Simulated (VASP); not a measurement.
Wanted: the native input for a VASP 6.6.1 run.

| Property | Result |
| --- | --- |
| Task | single point |
| Functional | PBEsol |
| Potentials or basis | VASP PAW PBE potentials, release 64 (Al, N) |
| Cutoff | 520 eV |
| k mesh | 10 × 10 × 6 |
| Occupations | fermi-dirac, width 0.05 eV |
| Spin | no spin polarisation |
| Dipole correction | no |
| Further INCAR settings | ALGO = Normal; EDIFF = 1e-07; NBANDS = 16 |

The structure of AlN lies in POSCAR:

```
AlN
1.0
    3.0696675440      0.0000000000      0.0000000000
   -1.5348337720      2.6584100742      0.0000000000
    0.0000000000      0.0000000000      4.8950939430
Al N
2 2
Direct
    0.6666666667      0.3333333333      0.4984796349
    0.3333333333      0.6666666667     -0.0015203651
    0.6666666667      0.3333333333      0.8815203651
    0.3333333333      0.6666666667      0.3815203651
```

One way to write it, as run:

INCAR

```
SYSTEM = AlN
PREC = Accurate
ENCUT = 520
EDIFF = 1E-7
ISMEAR = -1
SIGMA = 0.05
LREAL = .FALSE.
LASPH = .TRUE.
NELM = 60
ALGO = Normal
ISIF = 2
LWAVE = .FALSE.
LCHARG = .TRUE.
GGA = PS
LELF = .TRUE.
LVHAR = .TRUE.
NBANDS = 16
```

KPOINTS

```
regular mesh
0
G
  10 10 6
  0 0 0
```

Potentials or basis: VASP PAW PBE potentials, release 64 (Al, N).

Launch:

```bash
$ cat potpaw_PBE.64/Al/POTCAR potpaw_PBE.64/N/POTCAR > POTCAR
$ mpirun -np 1 vasp_std > vasp.out
```

It gave:

| Quantity | Value |
| --- | --- |
| Pressure | 10.2 GPa |
| Band gap on the k mesh | 4.50 eV, direct |

Caveat: the PAW data sets were made with another functional, which shifts forces and pressure a little.

It took 11 s on 1 thread of Intel(R) Xeon(R) 6975P-C (Granite Rapids) (shared host), peak memory 0.16 GiB.
